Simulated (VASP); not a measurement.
# Al4Cu2H in VASP: single point with PBE

Aim: the single point of Al4Cu2H with PBE.

Everything below comes from runs of VASP 6.6.1. Logs are shortened: lines on timing, memory, paths and dates and some standing lists are left out, and cuts for length are marked.

## (1) The cell of the first run

The cell holds a slab with vacuum, 7 atoms: a = 4.089 Å, b = 4.089 Å, c = 20.361 Å, α = 90.00°, β = 90.00°, γ = 60.00°.

## (2) Single point, PBE

Contents of INCAR:

```
PREC     = Accurate       # precision mode
ENCUT    = 520            # plane-wave cutoff, eV
EDIFF    = 1E-6           # SCF threshold, eV
ISMEAR   = 0              # smearing method
SIGMA    = 0.1            # smearing width, eV
LREAL    = F              # projectors in reciprocal space
LASPH    = T              # aspherical terms in the spheres
NELM     = 80             # most SCF steps
ALGO     = Normal         # electronic algorithm
ISIF     = 2              # what is computed and relaxed
LWAVE    = F              # write WAVECAR
LCHARG   = F              # write CHGCAR
LDIPOL   = T            
IDIPOL   = 3            
DIPOL    = 0.5 0.5 0.340
GGA      = PE             # functional
NBANDS   = 26             # bands
```

Contents of KPOINTS:

```
regular mesh
0
Gamma
  9 9 1
```

Contents of POSCAR:

```
Al4Cu2H
1.0
    4.0889418899      0.0000000000      0.0000000000
    2.0442840433      3.5412354524      0.0000000000
    0.0000000000      0.0000000000     20.3610078836
Al Cu H
4 2 1
Direct
    0.6667174561      0.6667174561      0.1964539291
    0.3334044385      0.3334044385      0.2784404877
    0.0000542489      0.0000542489      0.3605162434
    0.6667259434      0.6667259434      0.4351949537
    0.0000609473      0.0000609473      0.2374472084
    0.3333908767      0.3333908767      0.4027831442
    1.2222814990      1.5556148323      0.4720488343
```

Potentials or basis: VASP PAW PBE potentials, release 64 (Al, Cu, H).

Launch:

```
$ cat potpaw_PBE.64/Al/POTCAR potpaw_PBE.64/Cu/POTCAR potpaw_PBE.64/H/POTCAR > POTCAR
$ mpirun -np 1 vasp_std > vasp.out
```

OUTCAR:

```text
PREC = Accurate
   ENCUT = 520
   EDIFF = 1E-6
   ISMEAR = 0
   LREAL = F
   LASPH = T
   NELM = 80
   ISIF = 2
   GGA = PE

 ion  position               nearest neighbor table
   1  0.667  0.667  0.196-   5 2.50   5 2.50   5 2.50   2 2.89   2 2.89   2 2.89
   2  0.333  0.333  0.278-   5 2.50   5 2.50   5 2.50   6 2.53   1 2.89   1 2.89   1 2.89   3 2.89
                             3 2.89   3 2.89
   3  0.000  0.000  0.361-   5 2.51   6 2.51   6 2.51   6 2.51   4 2.81   4 2.81   4 2.81   2 2.89
                             2 2.89   2 2.89
   4  0.667  0.667  0.435-   6 2.45   6 2.45   6 2.45   3 2.81   3 2.81   3 2.81
   5  0.000  0.000  0.237-   1 2.50   2 2.50   1 2.50   2 2.50   1 2.50   2 2.50   3 2.51
   6  0.333  0.333  0.403-   7 1.62   4 2.45   4 2.45   4 2.45   3 2.51   3 2.51   3 2.51   2 2.53

   7  0.222  0.556  0.472-   6 1.62

  LATTYP: Found a base centered orthorhombic cell.
 ALAT       =     4.0891287873
 B/A-ratio  =     1.7319452535
 C/A-ratio  =     4.9793021797

  Lattice vectors:

 A1 = (  -2.0442840433,  -3.5412354524,   0.0000000000)
 A2 = (   4.0889418899,   0.0000000000,   0.0000000000)
 A3 = (   0.0000000000,   0.0000000000,  20.3610078836)

Analysis of symmetry for initial positions (statically):
=====================================================================
 Subroutine PRICEL returns:
 Original cell was already a primitive cell.

 Routine SETGRP: Setting up the symmetry group for a
 base centered orthorhombic supercell.

 Subroutine GETGRP returns: Found  1 space group operations
 (whereof  1 operations were pure point group operations)
 out of a pool of  8 trial point group operations.

The static configuration has the point symmetry C_1 .

Analysis of symmetry for dynamics (positions and initial velocities):
=====================================================================
 Subroutine PRICEL returns:
 Original cell was already a primitive cell.

 Routine SETGRP: Setting up the symmetry group for a
 base centered orthorhombic supercell.

 Subroutine GETGRP returns: Found  1 space group operations
 (whereof  1 operations were pure point group operations)
 out of a pool of  8 trial point group operations.

The dynamic configuration has the point symmetry C_1 .

 Subroutine INISYM returns: Found  1 space group operations
 (whereof  1 operations are pure point group operations),
 and found     1 'primitive' translations

----------------------------------------------------------------------------------------

                                     Primitive cell

  volume of cell :     294.8255

  direct lattice vectors                    reciprocal lattice vectors
     4.088941890  0.000000000  0.000000000     0.244562047 -0.141180754  0.000000000
     2.044284043  3.541235452  0.000000000     0.000000000  0.282387323  0.000000000
     0.000000000  0.000000000 20.361007884     0.000000000  0.000000000  0.049113482

  length of vectors
     4.088941890  4.088941890 20.361007884     0.282387323  0.282387323  0.049113482

  position of ions in fractional coordinates (direct lattice)
     0.666717456  0.666717456  0.196453929
     0.333404438  0.333404438  0.278440488
     0.000054249  0.000054249  0.360516243
     0.666725943  0.666725943  0.435194954
     0.000060947  0.000060947  0.237447208
     0.333390877  0.333390877  0.402783144
     0.222281499  0.555614832  0.472048834

  ion indices of the primitive-cell ions
   primitive index   ion index
                 1           1
                 2           2
                 3           3
                 4           4
                 5           5
                 6           6
                 7           7

----------------------------------------------------------------------------------------

 KPOINTS: regular mesh

Automatic generation of k-mesh.
 Grid dimensions read from file:
 generate k-points for:    9    9    1

 Generating k-lattice:

  Cartesian coordinates                     Fractional coordinates (reciprocal lattice)
     0.027173561 -0.015686750  0.000000000     0.111111111  0.000000000  0.000000000
     0.000000000  0.031376369  0.000000000     0.000000000  0.111111111  0.000000000
     0.000000000  0.000000000  0.049113482     0.000000000  0.000000000  1.000000000

  Length of vectors
     0.031376369  0.031376369  0.049113482

  Shift w.r.t. Gamma in fractional coordinates (k-lattice)
     0.000000000  0.000000000  0.000000000

 Subroutine IBZKPT returns following result:
 ===========================================

 Found     41 irreducible k-points:

 Following reciprocal coordinates:
            Coordinates               Weight
  0.000000  0.000000  0.000000      1.000000
  0.111111 -0.000000  0.000000      2.000000
  0.000000 -0.111111  0.000000      2.000000
  0.222222  0.000000  0.000000      2.000000
  0.000000 -0.222222  0.000000      2.000000
  0.333333  0.000000  0.000000      2.000000
[... 16 lines left out ...]
 -0.111111  0.111111  0.000000      2.000000
  0.222222  0.222222  0.000000      2.000000
 [... further k-points ...]
   k-points           NKPTS =     41   k-points in BZ     NKDIM =     41   number of bands    NBANDS=     26
   number of dos      NEDOS =    301   number of ions     NIONS =      7
   total plane-waves  NPLWV = 144000
   dimension x,y,z NGX =    30 NGY =   30 NGZ =  160
   dimension x,y,z NGXF=    60 NGYF=   60 NGZF=  320
   ions per type =               4   2   1
   NGX,Y,Z   is equivalent  to a cutoff of  12.20, 12.20, 13.06 a.u.
   NGXF,Y,Z  is equivalent  to a cutoff of  24.39, 24.39, 26.13 a.u.
 SYSTEM =  unknown system
   PREC   = accura    normal or accurate (medium, high low for compatibility)
   ISTART =      0    job   : 0-new  1-cont  2-samecut
   ICHARG =      2    charge: 1-file 2-atom 10-const
   ISPIN  =      1    spin polarized calculation?
   LNONCOLLINEAR =      F non collinear calculations
   LSORBIT =      F    spin-orbit coupling
   LASPH  =      T    aspherical Exc in radial PAW
   ENCUT  =  520.0 eV  38.22 Ry    6.18 a.u.   7.60  7.60 37.86*2*pi/ulx,y,z
   NELM   =     80;   NELMIN=  2; NELMDL= -5     # of ELM steps
   EDIFF  = 0.1E-05   stopping-criterion for ELM
   LREAL  =      F    real-space projection
[... 7 lines left out ...]
   TEBEG  =    0.0;   TEEND  =   0.0 temperature during run
   PSTRESS=    0.0 pullay stress
   NELECT =      35.0000    total number of electrons
   NUPDOWN=      -1.0000    fix difference up-down
   EMIN   =  10.00;   EMAX   =-10.00  energy-range for DOS
   EFERMI =   0.00;   METHOD = LEGACY
   ISMEAR =     0;   SIGMA  =   0.10  broadening in eV -4-tet -1-fermi 0-gaus
   EFERMI_NEDOS =   21; number of points for ismear=-14 and -15
   IALGO  =     38    algorithm
   IMIX   =      4    mixing-type and parameters
     AMIX     =   0.40;   BMIX     =  1.00
     AMIX_MAG =   1.60;   BMIX_MAG =  1.00
  volume/ion in A,a.u.               =      42.12       284.23
  Fermi-wavevector in a.u.,A,eV,Ry     =   0.804592  1.520459  8.807986  0.647369
  Thomas-Fermi vector in A             =   1.912678
   LORBIT       =      0    0 simple, 1 ext, 2 COOP (PROOUT), +10 PAW based schemes
   GGA     = PE    functional components
   LHFCALC =     F    Hartree Fock is set to
   AEXX    =    0.0000 exact exchange contribution
   IVDW    =     0    specifies the selected vdW correction
   LEPSILON=     F    determine dielectric tensor
   LRPA    =     F    only Hartree local field effects (RPA)
 non-spin polarized calculation
 Gauss-broadening in eV      SIGMA  =   0.10
  energy-cutoff  :      520.00
  volume of cell :      294.83
 maximum number of plane-waves:      7989
   NGX = 15   NGY = 15   NGZ = 75

 dipolmoment           0.000000      0.000000      0.024004 electrons x Angstroem

 number of electron      34.9999972 magnetization

 dipolmoment           0.000000      0.000000     -0.031151 electrons x Angstroem

 Free energy of the ion-electron system (eV)
  ---------------------------------------------------
  ext. energy  EPLUGINS =         0.00000000
  ---------------------------------------------------
  free energy    TOTEN  =       -24.60567813 eV

  energy without entropy =      -24.59951889  energy(sigma->0) =      -24.60259851

 E-fermi :  -0.1399     XC(G=0):  -4.3733

 val. band max:       -0.1518546954   @ k =  -0.1111  -0.2222   0.0000
 cond. band min:      -0.0820631617   @ k =   0.3333   0.3333   0.0000
 fundamental gap:      0.0697915336
 Fermi energy:        -0.1399082360

 k-point     1 :       0.0000    0.0000    0.0000
  band No.  band energies     occupation
      1     -10.1445      2.00000
      2      -8.6297      2.00000
      3      -6.1059      2.00000
      4      -5.2834      2.00000
      5      -5.0318      2.00000
      6      -4.9619      2.00000
[... 18 lines left out ...]
     25       3.3207      0.00000
     26       3.5780      0.00000

 k-point     2 :       0.1111   -0.0000    0.0000
  band No.  band energies     occupation
      1     -10.0008      2.00000
      2      -8.4878      2.00000
      3      -6.0449      2.00000
      4      -5.2731      2.00000
      5      -5.0508      2.00000
      6      -4.9358      2.00000
[... 18 lines left out ...]
     25       3.6859      0.00000
     26       4.3424      0.00000

 k-point     3 :       0.0000   -0.1111    0.0000
  band No.  band energies     occupation
      1     -10.0023      2.00000
      2      -8.4919      2.00000
      3      -6.0729      2.00000
      4      -5.2503      2.00000
      5      -4.9995      2.00000
      6      -4.9930      2.00000
[... 572 lines left out ...]
 k-point    23 :      -0.1111    0.1111    0.0000
  band No.  band energies     occupation
      1      -9.7187      2.00000
      2      -8.2166      2.00000
      3      -5.9932      2.00000
      4      -5.2386      2.00000
      5      -5.0506      2.00000
      6      -4.9170      2.00000
[... 18 lines left out ...]
     25       4.0686      0.00000
     26       4.2903      0.00000

 k-point    24 :       0.2222    0.2222    0.0000
  band No.  band energies     occupation
      1      -9.5745      2.00000
      2      -8.0690      2.00000
      3      -5.8972      2.00000
      4      -5.3191      2.00000
      5      -5.0788      2.00000
      6      -4.8497      2.00000
[... 18 lines left out ...]
     25       4.1569      0.00000
     26       4.2932      0.00000

 [... further k-points ...]

------------------------ aborting loop because EDIFF is reached ----------------------------------------

 vacuum level on the upper side and lower side of the slab       (xc-potential included)        -0.298         0.078

  FORCE on cell =-STRESS in cart. coord.  units (eV):
  Direction    XX          YY          ZZ          XY          YZ          ZX
  --------------------------------------------------------------------------------------
  -------------------------------------------------------------------------------------
  Total       -1.0991952      0.0787576     -0.7112221      0.0018540     -0.7482156     -0.0001779
  in kB       -5.9733834      0.4279943     -3.8650118      0.0100751     -4.0660464     -0.0009669
  external PRESSURE =      -3.1368003 kB  Pullay stress =       0.0000000 kB

 VOLUME and BASIS-vectors are now :
 -----------------------------------------------------------------------------
  energy-cutoff  :      520.00
  volume of cell :      294.83
      direct lattice vectors                 reciprocal lattice vectors
     4.088941890  0.000000000  0.000000000     0.244562047 -0.141180754  0.000000000
     2.044284043  3.541235452  0.000000000     0.000000000  0.282387323  0.000000000
     0.000000000  0.000000000 20.361007884     0.000000000  0.000000000  0.049113482

 POSITION                                       TOTAL-FORCE (eV/Angst)
 -----------------------------------------------------------------------------------
      4.08913      2.36100      4.00000         0.000249     -0.014447      0.547623
      2.04484      1.18066      5.66933        -0.000285      0.085612     -0.185105
      0.00033      0.00019      7.34047         0.000063      0.175679     -0.427273
      4.08918      2.36103      8.86101         0.000009     -0.113936     -0.246952
      0.00037      0.00022      4.83466        -0.000023      0.076336     -0.270843
      2.04476      1.18062      8.20107        -0.000019     -0.132196      0.548800
      2.04473      1.96756      9.61139         0.000006     -0.077047      0.033750
 -----------------------------------------------------------------------------------
    total drift:                                0.000095      0.000077     -0.002542

  FREE ENERGIE OF THE ION-ELECTRON SYSTEM (eV)
  ---------------------------------------------------
  free  energy   TOTEN  =       -24.6056781339 eV

  energy  without entropy=      -24.5995188930  energy(sigma->0) =      -24.60259851

 vacuum level on the upper side and lower side of the slab         3.475         3.806
```

Wall time 4.4 min (1 thread of AMD EPYC 9R45 (Zen 5), shared host); peak memory 0.51 GiB.

Results:

```yaml
Free_energy: -24.6057 eV
Largest_force: 0.564 eV/Å
Band_gap_on_the_k_mesh: zero (an odd number of electrons rules out a gap without spin polarisation)
```

Forces in eV/Å, atoms in the order of the input:
```
Al   0.000 -0.014  0.548
Al   0.000  0.086 -0.185
Al   0.000  0.176 -0.427
Al   0.000 -0.114 -0.247
Cu   0.000  0.076 -0.271
Cu   0.000 -0.132  0.549
H    0.000 -0.077  0.034
```

The gap in the log of VASP goes by the Fermi energy; the results here count the filled bands.